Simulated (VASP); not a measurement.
Crystal: Au.

```
Au
1.0
     2.66834    0.00000    0.00000
     0.00000    2.66834    0.00000
     0.00000    0.00000    2.66834
Au
1
Direct
  0.00000 0.00000 0.00000
```

```yaml
Program: VASP 6.6.1
Task: relaxation of cell and atoms
Functional: PBE
Potentials_or_basis: VASP PAW PBE potentials, release 64 (Au)
Cutoff: 600 eV
k_mesh: 6 × 6 × 6
Occupations: gaussian, width 0.1 eV
Spin: no spin polarisation
```

At the start: pressure 9.4 GPa; volume 19.00 Å³/atom.

Where does the relaxation end?

Over 3 steps the energy falls by 36.6 meV/atom and the volume is 20.44 Å³/atom (+7.6 %); space group Pm-3m (No. 221, to 0.05 Å).

The path:
| step | energy change (eV) | largest force (eV/Å) | pressure (GPa) | volume (Å³) |
| --- | --- | --- | --- | --- |
| 1 | 0.0000 | 0.0000 | 9.41 | 19.00 |
| 2 | 0.0010 | 0.0000 | -6.02 | 22.23 |
| 3 | -0.0366 | 0.0000 | -0.25 | 20.44 |

Final structure:
```cif
data_structure
_symmetry_space_group_name_H-M 'P 1'
_symmetry_Int_Tables_number 1
_cell_length_a 2.7344
_cell_length_b 2.7344
_cell_length_c 2.7344
_cell_angle_alpha 90.000
_cell_angle_beta 90.000
_cell_angle_gamma 90.000
_cell_volume 20.44
loop_
_atom_site_label
_atom_site_type_symbol
_atom_site_fract_x
_atom_site_fract_y
_atom_site_fract_z
_atom_site_occupancy
Au1 Au 0.00000 0.00000 0.00000 1
```

Caveat: the k points lie up to 0.38 Å⁻¹ apart in the final cell.
